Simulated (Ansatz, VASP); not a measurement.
# SnO: VASP beside Ansatz

INCAR

```
SYSTEM = SnO
PREC = Accurate
ENCUT = 520
EDIFF = 1E-6
ISMEAR = 0
SIGMA = 0.15
LREAL = .False.
LASPH = .True.
NELM = 80
ALGO = Normal
ISIF = 2
LWAVE = .False.
LCHARG = .False.
GGA = PE
NBANDS = 28
```

KPOINTS

```
Automatic mesh
0
Gamma
  12 12 10
  0 0 0
```

File POSCAR:

```
SnO
1.0
    3.8020000000      0.0095050000      0.0000000000
    0.0095050000      3.8020000000      0.0000000000
    0.0000000000      0.0000000000      4.8360000000
Sn O
2 2
Direct
    0.0000000000      0.5000000000      0.2385000000
    0.5000000000      0.0000000000      0.7615000000
    0.0000000000      0.0000000000      0.0000000000
    0.5000000000      0.5000000000      0.0000000000
```

Input for Ansatz:

```yaml
crystal:
  lattice:
    - [3.802, 0.009505, 0.0]
    - [0.009505, 3.802, 0.0]
    - [0.0, 0.0, 4.836]
  atoms:
    - { symbol: Sn, position: [0.0, 0.5, 0.2385] }
    - { symbol: Sn, position: [0.5, 0.0, 0.7615] }
    - { symbol: O, position: [0.0, 0.0, 0.0] }
    - { symbol: O, position: [0.5, 0.5, 0.0] }
basis:
  ecutwfc: 420
kpoints:
  mp_grid: { grid: [12, 12, 10] }
hamiltonian:
  xc: pbe
scf:
  occupations: { method: gaussian, width: 0.15 }
output:
  forces: true
  stress: true
  eigenvalues: true
```

Change from the starting cell: strain +0.0050 x Voigt [0, 0, 0, 0, 0, 1], atoms carried along.

Alike in both runs: task single point; functional PBE; k mesh 12 × 12 × 10; occupations gaussian, width 0.15 eV; no spin polarisation.

|  | VASP | Ansatz |
| --- | --- | --- |
| version | VASP 6.6.1 | Ansatz 0.2.0 |
| potentials or method | VASP PAW PBE potentials, release 64 (Sn_d, O), cutoff 520 eV | scalar-relativistic, plane waves, PAW |
| valence electrons in the cell | 40 | 40 |

```csv
,VASP,Ansatz,Ansatz less VASP
pressure (GPa),4.4,4.2,-0.24
"traceless stress, the component that is largest in VASP (GPa)",-0.80,-0.82,-0.019
rms of the force components (eV/Å),0.179,0.144,-0.0349
```

Atom by atom the forces differ by 0.035 eV/Å (rms over components). With one functional, cell and mesh, what is left measures potentials, basis and numerics.
